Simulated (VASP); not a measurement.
Here is a VASP 6.6.1 calculation.

Contents of INCAR:

```
SYSTEM = K
  PREC = Accurate
  ENCUT = 520
  EDIFF = 1E-6
  ISMEAR = -1
  SIGMA = 0.05
  LREAL = .FALSE.
  LASPH = .TRUE.
  NELM = 60
  ALGO = Normal
  ISIF = 2
  LWAVE = .FALSE.
  LCHARG = .FALSE.
  GGA = PE
  NBANDS = 10
```

The input KPOINTS:

```
Automatic mesh
0
G
  7 7 7
  0 0 0
```

Contents of POSCAR:

```
K
1.0
    0.0000000000      3.4583970173      3.4583970173
    3.4583970173      0.0000000000      3.4583970173
    3.4583970173      3.4583970173      0.0000000000
K
1
Direct
    0.0000000000      0.0000000000      0.0000000000
```

Potentials or basis: VASP PAW PBE potentials, release 64 (K_sv).

The run is started by

```sh
$ cat potpaw_PBE.64/K_sv/POTCAR > POTCAR
$ mpirun -np 1 vasp_std > vasp.out
```

(1) Predict the pressure.

Results:

(1) -0.3 GPa.
